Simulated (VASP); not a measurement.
NaH4, 5 atoms in the cell. It takes space group Amm2 (No. 38, orthorhombic). The conventional cell has a = 3.214 Å, b = 6.901 Å, c = 4.182 Å, α = 90.00°, β = 90.00°, γ = 90.00°. Within 2.8 Å of Na (site symmetry mm2) lie 12 H at 2.12 to 2.60 Å. Within 1.0 Å of H (site symmetry m) lie 1 H at 0.76 Å. Within 2.9 Å of H (site symmetry m) lie 10 H at 2.09 to 2.86 Å and 4 Na at 2.56 to 2.60 Å. The cell was generated, and may not be a known phase.

* Program: VASP 6.6.1
* Task: relaxation of cell and atoms
* Functional: PBE
* Potentials or basis: VASP PAW PBE potentials, release 64 (Na_pv, H)
* Cutoff: 600 eV
* k mesh: 6 × 6 × 6
* Occupations: gaussian, width 0.1 eV
* Spin: no spin polarisation
* Dipole correction: no
* Further INCAR settings: ALGO = Normal; EDIFF = 1e-06; IBRION = 2; EDIFFG = -0.04; NSW = 90; ISIF = 3

Potentials or basis: VASP PAW PBE potentials, release 64 (Na_pv, H).

Run with:

```sh
$ cat potpaw_PBE.64/Na_pv/POTCAR potpaw_PBE.64/H/POTCAR > POTCAR
$ mpirun -np 1 vasp_std > vasp.out
```

Hardware: 1 thread of Intel Xeon 8259CL, on a shared host.

Task: Estimate the wall time of this run.

Result: Run time: 86 s on 1 thread of Intel Xeon 8259CL, on a shared host, peak memory 0.18 GiB. Counts: scf iterations 38, k points 52, ion steps 6.
